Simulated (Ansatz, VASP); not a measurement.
**Two plane-wave programs on Sc2SbP3**

```xyz
6
Lattice="4.3939 0.0000 0.0000 -2.1970 3.8053 0.0000 0.0000 0.0000 7.0308" Properties=species:S:1:pos:R:3 pbc="T T T"
Sc    0.0000    2.5368    1.9865
Sc    0.0000    2.5368    5.0443
Sb    2.1970    1.2684    0.0000
P     2.1970    1.2684    3.5154
P     0.0000    0.0000    0.0000
P     0.0000    0.0000    3.5154
```

Change from the starting cell: species swapped into the Gd2CoNi3 type (P-6m2, No. 187).

Alike in both runs: functional PBE; k mesh 6 × 6 × 4; occupations gaussian, width 0.1 eV; no spin polarisation.

Ansatz relaxed the structure, and its values are those at the end. VASP's run is a single point on that final structure, the one shown.

|  | VASP | Ansatz |
| --- | --- | --- |
| version | VASP 6.6.1 | Ansatz 0.2.0 |
| potentials or method | VASP PAW PBE potentials, release 64 (Sc_sv, Sb, P), cutoff 520 eV | scalar-relativistic, plane waves, PAW |
| valence electrons in the cell | 42 | 52 |

|  | VASP | Ansatz | Ansatz less VASP |
| --- | --- | --- | --- |
| gap on the k mesh at the Fermi level (eV) | none | none | - |
| pressure (GPa) | 0.1 | -0.1 | -0.15 |
| rms of the force components (eV/Å) | 0.004 | 0.004 | +0.0006 |

A gap of «none» marks a metal or a gap that the smearing closes. VASP's potentials hold 42 valence electrons a cell and Ansatz's 52, so a difference there can come from the potentials and not from the codes.

Neither program's run includes spin-orbit coupling.
